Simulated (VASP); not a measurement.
# La (Pm-3m) in VASP: further runs

Runs on La. Level: BLYP. Tasks: single point.

All numbers are computed with VASP 6.6.1; they aren't measurements. Logs are shortened: lines on timing, memory, paths and dates and some standing lists are left out, and cuts for length are marked.

## 1. The cell of the first run

It takes space group Pm-3m (No. 221, cubic). Conventional cell: a = 3.486 Å, b = 3.486 Å, c = 3.486 Å, α = 90.00°, β = 90.00°, γ = 90.00°. La (site symmetry m-3m) has 6 La at 3.49 Å within 4.6 Å.

## 2. Single point, BLYP (volume scaled by 1.04)

INCAR

```
PREC     = Accurate       # precision mode
ENCUT    = 520            # plane-wave cutoff, eV
EDIFF    = 1E-6           # SCF threshold, eV
ISMEAR   = -1             # smearing method
SIGMA    = 0.1            # smearing width, eV
LREAL    = False          # projectors in reciprocal space
LASPH    = True           # aspherical terms in the spheres
NELM     = 100            # most SCF steps
ALGO     = Normal         # electronic algorithm
ISIF     = 2              # what is computed and relaxed
LWAVE    = False          # write WAVECAR
LCHARG   = False          # write CHGCAR
GGA      = B5             # functional
ALDAX    = 1.0          
AGGAX    = 1.0          
AGGAC    = 1.0          
ALDAC    = 0.0          
NBANDS   = 12             # bands
```

KPOINTS

```
regular mesh
0
Gamma
  10 10 10
```

POSCAR

```
La
1.0
    3.4862421333      0.0000000000      0.0000000000
    0.0000000000      3.4862421333      0.0000000000
    0.0000000000      0.0000000000      3.4862421333
La
1
Direct
    0.0000000000      0.0000000000      0.0000000000
```

Potentials or basis: VASP PAW PBE potentials, release 64 (La).

Run with:

```sh
cat potpaw_PBE.64/La/POTCAR > POTCAR
mpirun -np 1 vasp_std > vasp.out
```

OUTCAR:

```text
PREC = Accurate
   ENCUT = 520
   EDIFF = 1E-6
   ISMEAR = -1
   LREAL = False
   LASPH = True
   NELM = 100
   ISIF = 2
   GGA = B5

 ion  position               nearest neighbor table
   1  0.000  0.000  0.000-

  LATTYP: Found a simple cubic cell.
 ALAT       =     3.4862421333

  Lattice vectors:

 A1 = (   3.4862421333,   0.0000000000,   0.0000000000)
 A2 = (   0.0000000000,   3.4862421333,   0.0000000000)
 A3 = (   0.0000000000,   0.0000000000,   3.4862421333)

Analysis of symmetry for initial positions (statically):
=====================================================================
 Subroutine PRICEL returns:
 Original cell was already a primitive cell.

 Routine SETGRP: Setting up the symmetry group for a
 simple cubic supercell.

 Subroutine GETGRP returns: Found 48 space group operations
[... 9 lines left out ...]

 Routine SETGRP: Setting up the symmetry group for a
 simple cubic supercell.

 Subroutine GETGRP returns: Found 48 space group operations
[... 11 lines left out ...]
                                     Primitive cell

  volume of cell :      42.3714

  direct lattice vectors                    reciprocal lattice vectors
     3.486242133  0.000000000  0.000000000     0.286841809  0.000000000  0.000000000
     0.000000000  3.486242133  0.000000000     0.000000000  0.286841809  0.000000000
     0.000000000  0.000000000  3.486242133     0.000000000  0.000000000  0.286841809

  length of vectors
     3.486242133  3.486242133  3.486242133     0.286841809  0.286841809  0.286841809

  position of ions in fractional coordinates (direct lattice)
     0.000000000  0.000000000  0.000000000

  ion indices of the primitive-cell ions
   primitive index   ion index
                 1           1

----------------------------------------------------------------------------------------

 KPOINTS: regular mesh

Automatic generation of k-mesh.
 Grid dimensions read from file:
 generate k-points for:   10   10   10

 Generating k-lattice:

  Cartesian coordinates                     Fractional coordinates (reciprocal lattice)
     0.028684181  0.000000000  0.000000000     0.100000000  0.000000000  0.000000000
     0.000000000  0.028684181  0.000000000     0.000000000  0.100000000  0.000000000
     0.000000000  0.000000000  0.028684181     0.000000000  0.000000000  0.100000000

  Length of vectors
     0.028684181  0.028684181  0.028684181

  Shift w.r.t. Gamma in fractional coordinates (k-lattice)
     0.000000000  0.000000000  0.000000000

 Subroutine IBZKPT returns following result:
 ===========================================

 Found     56 irreducible k-points:

 Following reciprocal coordinates:
            Coordinates               Weight
  0.000000  0.000000  0.000000      1.000000
  0.100000  0.000000  0.000000      6.000000
  0.200000  0.000000  0.000000      6.000000
  0.300000  0.000000  0.000000      6.000000
  0.400000  0.000000  0.000000      6.000000
  0.500000  0.000000  0.000000      3.000000
[... 16 lines left out ...]
  0.200000  0.100000  0.100000     24.000000
  0.300000  0.100000  0.100000     24.000000
 [... further k-points ...]
   k-points           NKPTS =     56   k-points in BZ     NKDIM =     56   number of bands    NBANDS=     12
   number of dos      NEDOS =    301   number of ions     NIONS =      1
   total plane-waves  NPLWV =  21952
   dimension x,y,z NGX =    28 NGY =   28 NGZ =   28
   dimension x,y,z NGXF=    56 NGYF=   56 NGZF=   56
   ions per type =               1
   NGX,Y,Z   is equivalent  to a cutoff of  13.35, 13.35, 13.35 a.u.
   NGXF,Y,Z  is equivalent  to a cutoff of  26.70, 26.70, 26.70 a.u.
 SYSTEM =  unknown system
   PREC   = accura    normal or accurate (medium, high low for compatibility)
   ISTART =      0    job   : 0-new  1-cont  2-samecut
   ICHARG =      2    charge: 1-file 2-atom 10-const
   ISPIN  =      1    spin polarized calculation?
   LNONCOLLINEAR =      F non collinear calculations
   LSORBIT =      F    spin-orbit coupling
   LASPH  =      T    aspherical Exc in radial PAW
   ENCUT  =  520.0 eV  38.22 Ry    6.18 a.u.   6.48  6.48  6.48*2*pi/ulx,y,z
   NELM   =    100;   NELMIN=  2; NELMDL= -5     # of ELM steps
   EDIFF  = 0.1E-05   stopping-criterion for ELM
   LREAL  =      F    real-space projection
   EDIFFG = 0.1E-04   stopping-criterion for IOM
   NSW    =      0    number of steps for IOM
   IBRION =     -1    ionic relax: 0-MD 1-quasi-New 2-CG
   NFREE  =      0    steps in history (QN), initial steepest desc. (CG)
   ISIF   =      2    stress and relaxation
   ISYM   =      2    0-nonsym 1-usesym 2-fastsym
   POTIM  = 0.5000    time-step for ionic-motion
   TEBEG  =    0.0;   TEEND  =   0.0 temperature during run
   PSTRESS=    0.0 pullay stress
   NELECT =      11.0000    total number of electrons
   NUPDOWN=      -1.0000    fix difference up-down
   EMIN   =  10.00;   EMAX   =-10.00  energy-range for DOS
   EFERMI =   0.00;   METHOD = LEGACY
   ISMEAR =    -1;   SIGMA  =   0.10  broadening in eV -4-tet -1-fermi 0-gaus
   EFERMI_NEDOS =   21; number of points for ismear=-14 and -15
   IALGO  =     38    algorithm
   IMIX   =      4    mixing-type and parameters
     AMIX     =   0.40;   BMIX     =  1.00
     AMIX_MAG =   1.60;   BMIX_MAG =  1.00
  volume/ion in A,a.u.               =      42.37       285.94
  Fermi-wavevector in a.u.,A,eV,Ry     =   1.044355  1.973545 14.839568  1.090678
  Thomas-Fermi vector in A             =   2.179104
   LORBIT       =      0    0 simple, 1 ext, 2 COOP (PROOUT), +10 PAW based schemes
   GGA     = B5    functional components
   LHFCALC =     F    Hartree Fock is set to
   AEXX    =    0.0000 exact exchange contribution
   IVDW    =     0    specifies the selected vdW correction
   LEPSILON=     F    determine dielectric tensor
   LRPA    =     F    only Hartree local field effects (RPA)
 non-spin polarized calculation
  energy-cutoff  :      520.00
  volume of cell :       42.37
 maximum number of plane-waves:      1189
 NGX is ok and might be reduce to    28
   NGX = 13   NGY = 13   NGZ = 13

 number of electron      10.9999999 magnetization

 Free energy of the ion-electron system (eV)
  ---------------------------------------------------
  ext. energy  EPLUGINS =         0.00000000
  ---------------------------------------------------
  free energy    TOTEN  =        -3.51110805 eV

  energy without entropy =       -3.42698129  energy(sigma->0) =       -3.46904467

 E-fermi :   7.0301     XC(G=0):  -8.4239

 val. band max:        7.0273877235   @ k =   0.4000   0.3000   0.3000
 cond. band min:       7.0329553905   @ k =   0.3000   0.2000   0.0000
 fundamental gap:      0.0055676670
 Fermi energy:         7.0300776908

 k-point     1 :       0.0000    0.0000    0.0000
  band No.  band energies     occupation
      1     -26.1616      2.00000
      2      -9.1810      2.00000
      3      -9.1810      2.00000
      4      -9.1810      2.00000
      5       4.2226      2.00000
      6       6.1387      1.99973
      7       6.1387      1.99973
      8       8.4848      0.00000
      9       8.4848      0.00000
     10       8.4848      0.00000
     11       8.6324      0.00000
     12       8.6324      0.00000

 k-point     2 :       0.1000    0.0000    0.0000
  band No.  band energies     occupation
      1     -26.1482      2.00000
      2      -9.3233      2.00000
      3      -9.1689      2.00000
      4      -9.1689      2.00000
      5       4.4235      2.00000
      6       6.1906      1.99955
      7       6.3827      1.99692
      8       8.4640      0.00000
      9       8.4942      0.00000
     10       8.4942      0.00000
     11       8.6012      0.00000
     12       8.6398      0.00000

 k-point     3 :       0.2000    0.0000    0.0000
  band No.  band energies     occupation
      1     -26.1129      2.00000
      2      -9.6766      2.00000
      3      -9.1368      2.00000
      4      -9.1368      2.00000
      5       4.8935      2.00000
      6       6.3359      1.99807
      7       7.1072      0.63227
      8       8.4021      0.00000
      9       8.4952      0.00000
     10       8.5193      0.00000
     11       8.5193      0.00000
     12       8.6669      0.00000

 k-point     4 :       0.3000    0.0000    0.0000
  band No.  band energies     occupation
      1     -26.0686      2.00000
      2     -10.0814      2.00000
      3      -9.0968      2.00000
      4      -9.0968      2.00000
      5       5.4388      2.00000
      6       6.5398      1.98526
      7       8.0983      0.00005
      8       8.2957      0.00001
      9       8.3051      0.00001
     10       8.5485      0.00000
     11       8.5485      0.00000
     12       8.7310      0.00000

 k-point     5 :       0.4000    0.0000    0.0000
  band No.  band energies     occupation
      1     -26.0322      2.00000
      2     -10.3876      2.00000
      3      -9.0640      2.00000
      4      -9.0640      2.00000
      5       5.9493      1.99996
      6       6.7348      1.90077
      7       8.0065      0.00011
      8       8.1999      0.00002
      9       8.5679      0.00000
     10       8.5679      0.00000
     11       8.7430      0.00000
     12       8.8489      0.00000
[... 228 lines left out ...]
      1     -25.8791      2.00000
      2     -10.3027      2.00000
      3     -10.3027      2.00000
      4      -8.9291      2.00000
      5       5.1371      2.00000
      6       7.3743      0.06201
      7       8.1812      0.00002
      8       8.1812      0.00002
      9       8.5786      0.00000
     10       8.6025      0.00000
     11       8.6025      0.00000
     12       8.9002      0.00000

 k-point    22 :       0.1000    0.1000    0.1000
  band No.  band energies     occupation
      1     -26.1216      2.00000
      2      -9.3127      2.00000
      3      -9.2898      2.00000
      4      -9.2898      2.00000
      5       4.8372      2.00000
      6       6.5631      1.98143
      7       6.5631      1.98143
      8       8.4428      0.00000
      9       8.4428      0.00000
     10       8.5199      0.00000
     11       8.5255      0.00000
     12       8.6811      0.00000

 k-point    23 :       0.2000    0.1000    0.1000
  band No.  band energies     occupation
      1     -26.0865      2.00000
      2      -9.6479      2.00000
      3      -9.2699      2.00000
      4      -9.2563      2.00000
      5       5.3104      2.00000
      6       6.6972      1.93083
      7       7.2185      0.26384
      8       8.3527      0.00000
      9       8.3660      0.00000
     10       8.4848      0.00000
     11       8.5482      0.00000
     12       8.7206      0.00000

 k-point    24 :       0.3000    0.1000    0.1000
  band No.  band energies     occupation
      1     -26.0424      2.00000
      2     -10.0486      2.00000
      3      -9.2273      2.00000
      4      -9.2143      2.00000
      5       5.8366      1.99999
      6       6.8890      1.60773
      7       7.8912      0.00036
      8       8.2214      0.00001
      9       8.2296      0.00001
     10       8.4975      0.00000
     11       8.5847      0.00000
     12       8.7490      0.00000

 [... further k-points ...]
[... 5 lines left out ...]
  --------------------------------------------------------------------------------------
  -------------------------------------------------------------------------------------
  Total       -0.1931392     -0.1931392     -0.1931392      0.0000000      0.0000000      0.0000000
  in kB       -7.3031183     -7.3031183     -7.3031183      0.0000000      0.0000000      0.0000000
  external PRESSURE =      -7.3031183 kB  Pullay stress =       0.0000000 kB

 VOLUME and BASIS-vectors are now :
 -----------------------------------------------------------------------------
  energy-cutoff  :      520.00
  volume of cell :       42.37
      direct lattice vectors                 reciprocal lattice vectors
     3.486242133  0.000000000  0.000000000     0.286841809  0.000000000  0.000000000
     0.000000000  3.486242133  0.000000000     0.000000000  0.286841809  0.000000000
     0.000000000  0.000000000  3.486242133     0.000000000  0.000000000  0.286841809

 POSITION                                       TOTAL-FORCE (eV/Angst)
 -----------------------------------------------------------------------------------
      0.00000      0.00000      0.00000         0.000000      0.000000      0.000000
 -----------------------------------------------------------------------------------
    total drift:                                0.000000      0.000000     -0.000000

  FREE ENERGIE OF THE ION-ELECTRON SYSTEM (eV)
  ---------------------------------------------------
  free  energy   TOTEN  =        -3.5111080485 eV

  energy  without entropy=       -3.4269812889  energy(sigma->0) =       -3.46904467
```

Wall time 34 s (1 thread of Intel Xeon 6975P-C (Granite Rapids), shared host); peak memory 0.18 GiB.

What came out:

```
Free energy : -3.5111 eV
Pressure    : -0.7 GPa
```

Caveat: the PAW data sets were made with another functional, which shifts forces and pressure a little; spin-orbit coupling is left out, which moves the levels of the heavy elements.

[end of part 1 of 2]
